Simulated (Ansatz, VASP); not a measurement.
# Ti in VASP and in Ansatz

```
CELL_PARAMETERS angstrom
2.95000 0.00000 0.00000
-1.47500 2.55477 0.00000
0.00000 0.00000 4.54542
ATOMIC_POSITIONS crystal
Ti 0.33333 0.66667 0.25000
Ti 0.66667 0.33333 0.75000
```

Change from the starting cell: strain +0.000 along x and y, -0.030 along z, atoms carried along.

Alike in both runs: task single point; functional r2SCAN; k mesh 18 × 18 × 10; occupations gaussian, width 0.15 eV; no spin polarisation.

```csv
,VASP,Ansatz
version,VASP 6.6.1,Ansatz 0.2.0
potentials or method,"VASP PAW PBE potentials, release 64 (Ti_sv), cutoff 520 eV","scalar-relativistic, plane waves, PAW"
valence electrons in the cell,24,24
```

Ansatz gave:

```
gap on the k mesh at the Fermi level (eV)                     : none
pressure (GPa)                                                : 1.2
traceless stress, the component that is largest in VASP (GPa) : 2.06
```

Which values does VASP return?

gap on the k mesh at the Fermi level (eV): none; pressure (GPa): 1.6; traceless stress, the component that is largest in VASP (GPa): 2.08.

VASP's potentials were made for PBE, not for r2SCAN. A gap of «none» marks a metal or a gap that the smearing closes.
